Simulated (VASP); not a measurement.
Here is a VASP 6.6.1 calculation.

Contents of INCAR:

```
SYSTEM = Sr2Ca
PREC = Accurate ; ENCUT = 600
EDIFF = 1E-6 ; ISMEAR = 0
SIGMA = 0.1 ; LREAL = .False.
LASPH = .True. ; NELM = 60
ALGO = Fast ; ISIF = 3
LWAVE = .False. ; LCHARG = .False.
GGA = PE ; IBRION = 2
NSW = 90 ; EDIFFG = -0.04
```

Contents of KPOINTS:

```
Automatic mesh
0
Gamma
  6 6 4
  0 0 0
```

File POSCAR:

```
Sr2Ca
1.0
    3.4228924800      0.0000000000      0.0000000000
    0.0000000000      3.4228924800      0.0000000000
    0.0000000000      0.0000000000      6.4096603500
Sr Ca
2 1
Direct
    0.5000000000      0.5000000000      0.2207416800
    0.5000000000      0.5000000000      0.7625249700
    0.0000000000      0.0000000000      0.0167333500
```

Potentials or basis: VASP PAW PBE potentials, release 64 (Sr_sv, Ca_sv).

The run is started by

```bash
$ cat potpaw_PBE.64/Sr_sv/POTCAR potpaw_PBE.64/Ca_sv/POTCAR > POTCAR
$ mpirun -np 1 vasp_std > vasp.out
```

What does it give for the relaxed volume?

52.07 Å³/atom.

What does it give for the space group after relaxing (to 0.1 Å)?

P4/mmm (No. 123).

Predict the band gap on the k mesh.

zero (bands 15 and 16 overlap by 0.45 eV).

What does it give for the relaxed cell?

a = 3.951 Å, b = 3.951 Å, c = 10.010 Å, α = 90.00°, β = 90.00°, γ = 90.00°.

The path:
| step | energy change (eV) | largest force (eV/Å) | pressure (GPa) | volume (Å³) |
| --- | --- | --- | --- | --- |
| 1 | 0.0000 | 4.6332 | 32.47 | 75.10 |
| 2 | -6.3122 | 0.4789 | 2.37 | 144.82 |
| 3 | -6.5575 | 0.3955 | 0.89 | 157.71 |
| 4 | -6.5362 | 0.4541 | -0.92 | 185.72 |
| 5 | -6.5975 | 0.3626 | 0.13 | 168.94 |
| 6 | -6.5967 | 0.3537 | -0.04 | 171.35 |
| 7 | -6.6584 | 0.3302 | -0.13 | 172.67 |
| 8 | -6.7804 | 0.2260 | -0.32 | 175.73 |
| 9 | -6.7825 | 0.2827 | -0.42 | 178.01 |
| 10 | -6.8157 | 0.2137 | -0.42 | 177.36 |
| 11 | -6.8378 | 0.2786 | 0.06 | 169.06 |
| 12 | -6.8400 | 0.3109 | 0.20 | 166.47 |
| 13 | -6.8625 | 0.2952 | 0.15 | 165.15 |
| 14 | -6.9134 | 0.2163 | 0.04 | 161.12 |
| 15 | -6.8841 | 0.1932 | 0.03 | 152.79 |
| 16 | -6.9280 | 0.1464 | -0.06 | 158.72 |
| 17 | -6.9289 | 0.1114 | -0.04 | 157.69 |
| 18 | -6.9377 | 0.0853 | 0.04 | 155.20 |
| 19 | -6.9393 | 0.0620 | 0.01 | 155.86 |
| 20 | -6.9402 | 0.0295 | -0.01 | 156.22 |

Caveat: the volume moved by over 15 % at a fixed basis, so the end points are rough.
